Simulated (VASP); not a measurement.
Write the native input for VASP 6.6.1 that does the following.

| Quantity | Value |
| --- | --- |
| Task | single point |
| Functional | r2SCAN |
| Potentials or basis | VASP PAW PBE potentials, release 64 (Ta_pv, N) |
| Cutoff | 520 eV |
| k mesh | 16 × 16 × 16 |
| Occupations | gaussian, width 0.1 eV |
| Spin | no spin polarisation |
| Dipole correction | no |
| Further INCAR settings | ALGO = Normal; EDIFF = 1e-06; NBANDS = 15 |

Crystal: TaN.

```
Ta N
1.0
     0.00000    2.15339    2.15339
     2.15339    0.00000    2.15339
     2.15339    2.15339    0.00000
Ta N
1 1
Cartesian
  2.1534 2.1534 2.1534
  0.0000 0.0000 0.0000
```

This cell differs from its parent crystal: volume scaled by 0.94.

These files were run (other wordings do the same):

POSCAR

```
TaN
1.0
    0.0000000000      2.1533911456      2.1533911456
    2.1533911456      0.0000000000      2.1533911456
    2.1533911456      2.1533911456      0.0000000000
Ta N
1 1
Direct
    0.5000000000      0.5000000000      0.5000000000
    0.0000000000      0.0000000000      0.0000000000
```

INCAR.step1

```
PREC = Accurate
ENCUT = 520
ISMEAR = 0
SIGMA = 0.1
LREAL = False
LASPH = True
NELM = 60
NBANDS = 15
GGA = PE
ALGO = Normal
EDIFF = 1E-4
LWAVE = True
LCHARG = False
```

INCAR.step2

```
PREC = Accurate
ENCUT = 520
EDIFF = 1E-6
ISMEAR = 0
SIGMA = 0.1
LREAL = False
LASPH = True
NELM = 60
ALGO = Normal
ISIF = 2
LWAVE = False
LCHARG = False
METAGGA = R2SCAN
LMIXTAU = True
NBANDS = 15
ISTART = 1
```

KPOINTS

```
regular mesh
0
Gamma
  16 16 16
```

Potentials or basis: VASP PAW PBE potentials, release 64 (Ta_pv, N).

The run is started by

```console
$ cat potpaw_PBE.64/Ta_pv/POTCAR potpaw_PBE.64/N/POTCAR > POTCAR
$ cp INCAR.step1 INCAR
$ mpirun -np 1 vasp_std > vasp.out
$ cp INCAR.step2 INCAR
$ mpirun -np 1 vasp_std > vasp.out
```

It gave:

```yaml
Pressure: 27.3 GPa
Band_gap_on_the_k_mesh: zero (band 8 reaches 12.47 eV, above the bottom of band 9 at 7.99 eV)
```

Caveat: the PAW data sets were made with another functional, which shifts forces and pressure a little; spin-orbit coupling is left out, which moves the levels of the heavy elements.

Wall time 58 s on 1 thread of Intel(R) Xeon(R) 6975P-C (Granite Rapids), with other jobs on the host, peak memory 0.17 GiB.
